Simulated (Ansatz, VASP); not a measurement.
# BeSi: VASP beside Ansatz

```
Be Si
1.0
    -1.57095    1.57095    5.23653
     1.57095   -1.57095    5.23653
     1.57095    1.57095   -5.23653
Be Si
2 2
Direct
  0.09755 0.09755 0.00000
  0.90245 0.90245 0.00000
  0.50000 0.50000 0.00000
  0.75000 0.25000 0.50000
```

Alike in both runs: functional PBE; k mesh 20 × 20 × 20; occupations gaussian, width 0.1 eV; no spin polarisation.

Ansatz relaxed the structure, and its values are those at the end. VASP's run is a single point on that final structure, the one shown.

|  | VASP | Ansatz |
| --- | --- | --- |
| version | VASP 6.6.1 | Ansatz 0.2.0 |
| potentials or method | VASP PAW PBE potentials, release 64 (Be, Si), cutoff 520 eV | scalar-relativistic, plane waves, PAW |
| valence electrons in the cell | 12 | 12 |

Ansatz gave:

| Property | Result |
| --- | --- |
| gap on the k mesh at the Fermi level (eV) | none |
| pressure (GPa) | 0.0 |
| rms of the force components (eV/Å) | 0.001 |

Problem. What did VASP give for the same quantities?

Solution. gap on the k mesh at the Fermi level (eV): none; pressure (GPa): 0.0; rms of the force components (eV/Å): 0.003.

A gap of «none» marks a metal or a gap that the smearing closes.
